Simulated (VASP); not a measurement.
# Zn (Pm-3m) in VASP: a series of runs

The runs below take Zn through single point, with PBE.

All numbers are computed with VASP 6.6.1; they aren't measurements. Logs are shortened: lines on timing, memory, paths and dates and some standing lists are left out, and cuts for length are marked.

### 1 The cell of the first run

Symmetry: Pm-3m, No. 221, cubic system. Conventional cell: a = 2.282 Å, b = 2.282 Å, c = 2.282 Å, α = 90.00°, β = 90.00°, γ = 90.00°. Zn (site symmetry m-3m) has 6 Zn at 2.28 Å within 3.0 Å.

### 2 Single point, PBE

File INCAR:

```
PREC = Accurate
ENCUT = 520
EDIFF = 1E-7
ISMEAR = 1
SIGMA = 0.05
LREAL = F
LASPH = T
NELM = 80
ALGO = Normal
ISIF = 2
LWAVE = F
LCHARG = F
GGA = PE
NBANDS = 12
```

File KPOINTS:

```
regular mesh
0
Gamma
  9 9 9
```

File POSCAR:

```
Zn
1.0
    2.2822686158      0.0000000000      0.0000000000
    0.0000000000      2.2822686158      0.0000000000
    0.0000000000      0.0000000000      2.2822686158
Zn
1
Direct
    0.0000000000      0.0000000000      0.0000000000
```

Potentials or basis: VASP PAW PBE potentials, release 64 (Zn).

The run is started by

```console
$ cat potpaw_PBE.64/Zn/POTCAR > POTCAR
$ mpirun -np 1 vasp_std > vasp.out
```

OUTCAR:

```text
PREC = Accurate
   ENCUT = 520
   EDIFF = 1E-7
   ISMEAR = 1
   LREAL = F
   LASPH = T
   NELM = 80
   ISIF = 2
   GGA = PE

 ion  position               nearest neighbor table
   1  0.000  0.000  0.000-

  LATTYP: Found a simple cubic cell.
 ALAT       =     2.2822686158

  Lattice vectors:

 A1 = (   2.2822686158,   0.0000000000,   0.0000000000)
 A2 = (   0.0000000000,   2.2822686158,   0.0000000000)
 A3 = (   0.0000000000,   0.0000000000,   2.2822686158)

Analysis of symmetry for initial positions (statically):
=====================================================================
 Subroutine PRICEL returns:
 Original cell was already a primitive cell.

 Routine SETGRP: Setting up the symmetry group for a
 simple cubic supercell.

 Subroutine GETGRP returns: Found 48 space group operations
 (whereof 48 operations were pure point group operations)
 out of a pool of 48 trial point group operations.

The static configuration has the point symmetry O_h .

Analysis of symmetry for dynamics (positions and initial velocities):
=====================================================================
 Subroutine PRICEL returns:
 Original cell was already a primitive cell.

 Routine SETGRP: Setting up the symmetry group for a
 simple cubic supercell.

 Subroutine GETGRP returns: Found 48 space group operations
 (whereof 48 operations were pure point group operations)
 out of a pool of 48 trial point group operations.

The dynamic configuration has the point symmetry O_h .

 Subroutine INISYM returns: Found 48 space group operations
 (whereof 48 operations are pure point group operations),
 and found     1 'primitive' translations

----------------------------------------------------------------------------------------

                                     Primitive cell

  volume of cell :      11.8878

  direct lattice vectors                    reciprocal lattice vectors
     2.282268616  0.000000000  0.000000000     0.438160518  0.000000000  0.000000000
     0.000000000  2.282268616  0.000000000     0.000000000  0.438160518  0.000000000
     0.000000000  0.000000000  2.282268616     0.000000000  0.000000000  0.438160518

  length of vectors
     2.282268616  2.282268616  2.282268616     0.438160518  0.438160518  0.438160518

  position of ions in fractional coordinates (direct lattice)
     0.000000000  0.000000000  0.000000000

  ion indices of the primitive-cell ions
   primitive index   ion index
                 1           1

[... 80 lines left out ...]
   TEBEG  =    0.0;   TEEND  =   0.0 temperature during run
   PSTRESS=    0.0 pullay stress
   NELECT =      12.0000    total number of electrons
   NUPDOWN=      -1.0000    fix difference up-down
   EMIN   =  10.00;   EMAX   =-10.00  energy-range for DOS
   EFERMI =   0.00;   METHOD = LEGACY
   ISMEAR =     1;   SIGMA  =   0.05  broadening in eV -4-tet -1-fermi 0-gaus
   EFERMI_NEDOS =   21; number of points for ismear=-14 and -15
   IALGO  =     38    algorithm
   IMIX   =      4    mixing-type and parameters
     AMIX     =   0.40;   BMIX     =  1.00
     AMIX_MAG =   1.60;   BMIX_MAG =  1.00
  volume/ion in A,a.u.               =      11.89        80.22
  Fermi-wavevector in a.u.,A,eV,Ry     =   1.642234  3.103373 36.694014  2.696934
  Thomas-Fermi vector in A             =   2.732571
   LORBIT       =      0    0 simple, 1 ext, 2 COOP (PROOUT), +10 PAW based schemes
   GGA     = PE    functional components
   LHFCALC =     F    Hartree Fock is set to
   AEXX    =    0.0000 exact exchange contribution
   IVDW    =     0    specifies the selected vdW correction
   LEPSILON=     F    determine dielectric tensor
   LRPA    =     F    only Hartree local field effects (RPA)
 non-spin polarized calculation
 Methfessel and Paxton  Order N= 1 SIGMA  =   0.05
  energy-cutoff  :      520.00
  volume of cell :       11.89
 maximum number of plane-waves:       341
 NGX is ok and might be reduce to    18
   NGX =  9   NGY =  9   NGZ =  9

 number of electron      12.0000010 magnetization

 Free energy of the ion-electron system (eV)
  ---------------------------------------------------
  ext. energy  EPLUGINS =         0.00000000
  ---------------------------------------------------
  free energy    TOTEN  =        -0.08323139 eV

  energy without entropy =       -0.08230990  energy(sigma->0) =       -0.08292423

 E-fermi :   4.8315     XC(G=0): -12.8345

 val. band max:        4.8290276860   @ k =   0.4444   0.2222   0.1111
 cond. band min:       5.1369503036   @ k =   0.4444   0.4444   0.1111
 fundamental gap:      0.3079226176
 Fermi energy:         4.8314914223

 k-point     1 :       0.0000    0.0000    0.0000
  band No.  band energies     occupation
      1      -7.4399      2.00000
      2      -4.8398      2.00000
      3      -4.8398      2.00000
      4      -2.4239      2.00000
      5      -2.4239      2.00000
      6      -2.4239      2.00000
      7      21.0318      0.00000
      8      21.0318      0.00000
      9      21.0318      0.00000
     10      24.3790      0.00000
     11      24.3790      0.00000
     12      29.1539      0.00000
[... 331 lines left out ...]
 k-point    24 :       0.4444    0.3333    0.1111
  band No.  band energies     occupation
      1      -4.5748      2.00000
      2      -4.0612      2.00000
      3      -3.2384      2.00000
      4      -3.0687      2.00000
      5      -2.5378      2.00000
      6       2.9835      2.00000
      7       6.1863      0.00000
      8      13.8330      0.00000
      9      16.8671      0.00000
     10      26.2120      0.00000
     11      29.2501      0.00000
     12      35.3947      0.00000

 [... further k-points ...]

------------------------ aborting loop because EDIFF is reached ----------------------------------------

  FORCE on cell =-STRESS in cart. coord.  units (eV):
  Direction    XX          YY          ZZ          XY          YZ          ZX
  --------------------------------------------------------------------------------------
  -------------------------------------------------------------------------------------
  Total        4.5378139      4.5378139      4.5378139      0.0000000      0.0000000      0.0000000
  in kB      611.5852271    611.5852271    611.5852271      0.0000000      0.0000000      0.0000000
  external PRESSURE =     611.5852271 kB  Pullay stress =       0.0000000 kB

 VOLUME and BASIS-vectors are now :
 -----------------------------------------------------------------------------
  energy-cutoff  :      520.00
  volume of cell :       11.89
      direct lattice vectors                 reciprocal lattice vectors
     2.282268616  0.000000000  0.000000000     0.438160518  0.000000000  0.000000000
     0.000000000  2.282268616  0.000000000     0.000000000  0.438160518  0.000000000
     0.000000000  0.000000000  2.282268616     0.000000000  0.000000000  0.438160518

 POSITION                                       TOTAL-FORCE (eV/Angst)
 -----------------------------------------------------------------------------------
      0.00000      0.00000      0.00000         0.000000      0.000000      0.000000
 -----------------------------------------------------------------------------------
    total drift:                                0.000000      0.000000      0.000000

  FREE ENERGIE OF THE ION-ELECTRON SYSTEM (eV)
  ---------------------------------------------------
  free  energy   TOTEN  =        -0.0832313890 eV

  energy  without entropy=       -0.0823099017  energy(sigma->0) =       -0.08292423
```

It took 10 s on 1 thread of Intel Xeon 8259CL, shared host; peak memory 0.12 GiB.

What came out:

```yaml
Free_energy: -0.0832 eV
Pressure: 61.2 GPa
Band_gap_on_the_k_mesh: zero (band 6 reaches 10.33 eV, above the bottom of band 7 at 3.44 eV)
```

Levels at points of the mesh, in eV from the Fermi level:
```
           k point  band 3  band 4  band 5  band 6  band 7  band 8  band 9  band 10
(0.00, 0.00, 0.00)   -9.67   -7.26   -7.26   -7.26   16.20   16.20   16.20    19.55
```

### 3 Single point, PBE

This run uses another cell than the first one, of 12.87 Å³/atom, 1.083 times its volume.

File INCAR:

```
PREC     = Accurate       # precision mode
ENCUT    = 520            # plane-wave cutoff, eV
EDIFF    = 1E-6           # SCF threshold, eV
ISMEAR   = 1              # smearing method
SIGMA    = 0.05           # smearing width, eV
LREAL    = False          # projectors in reciprocal space
LASPH    = True           # aspherical terms in the spheres
NELM     = 80             # most SCF steps
ALGO     = Normal         # electronic algorithm
ISIF     = 2              # what is computed and relaxed
LWAVE    = False          # write WAVECAR
LCHARG   = True           # write CHGCAR
GGA      = PE             # functional
LELF     = True           # ELF
LVHAR    = True         
NBANDS   = 12             # bands
```

KPOINTS is that of step 2.

File POSCAR:

```
Zn
1.0
    2.3434674774      0.0000000000      0.0000000000
    0.0000000000      2.3434674774      0.0000000000
    0.0000000000      0.0000000000      2.3434674774
Zn
1
Direct
    0.0000000000      0.0000000000      0.0000000000
```

Potentials or basis: VASP PAW PBE potentials, release 64 (Zn).

The run is started by

```console
$ cat potpaw_PBE.64/Zn/POTCAR > POTCAR
$ mpirun -np 1 vasp_std > vasp.out
```

Wall time 8.8 s (1 thread of Intel Xeon 8259CL, shared host); peak memory 0.11 GiB.

It converged, with:

- Free energy: -0.3920 eV
- Pressure: 40.8 GPa
- Band gap on the k mesh: zero (band 6 reaches 9.30 eV, above the bottom of band 7 at 2.67 eV)

Levels at points of the mesh, in eV from the Fermi level:
| k point | band 3 | band 4 | band 5 | band 6 | band 7 | band 8 | band 9 | band 10 |
| --- | --- | --- | --- | --- | --- | --- | --- | --- |
| (0.00, 0.00, 0.00) | -9.17 | -7.05 | -7.05 | -7.05 | 15.46 | 15.46 | 15.46 | 18.69 |
